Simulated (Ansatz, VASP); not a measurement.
**Bi: VASP beside Ansatz**

```xyz
4
Lattice="3.3246 0.0000 0.0000 -1.6623 2.8792 0.0000 0.0000 0.0000 11.0857" Properties=species:S:1:pos:R:3 pbc="T T T"
Bi   -1.6623    2.8792    0.0000
Bi   -1.6623    2.8792    5.5429
Bi    0.0000    1.9194    2.7714
Bi    1.6623    0.9597    8.3143
```

Alike in both runs: task single point; functional PBEsol; k mesh 12 × 12 × 3; occupations fermi-dirac, width 0.1 eV; no spin polarisation.

|  | VASP | Ansatz |
| --- | --- | --- |
| version | VASP 6.6.1 | Ansatz 0.2.0 |
| potentials or method | VASP PAW PBE potentials, release 64 (Bi_d), cutoff 520 eV | plane waves (420 eV) with PAW, scalar-relativistic |
| valence electrons in the cell | 60 | 60 |

```tsv
	VASP	Ansatz	Ansatz less VASP
pressure (GPa)	10.0	10.1	+0.07
traceless stress, the component that is largest in VASP (GPa)	-0.12	-0.13	-0.002
```

VASP's potentials were made for PBE, not for PBEsol, and Ansatz warns of the same on its side.

Spin-orbit coupling is off throughout.
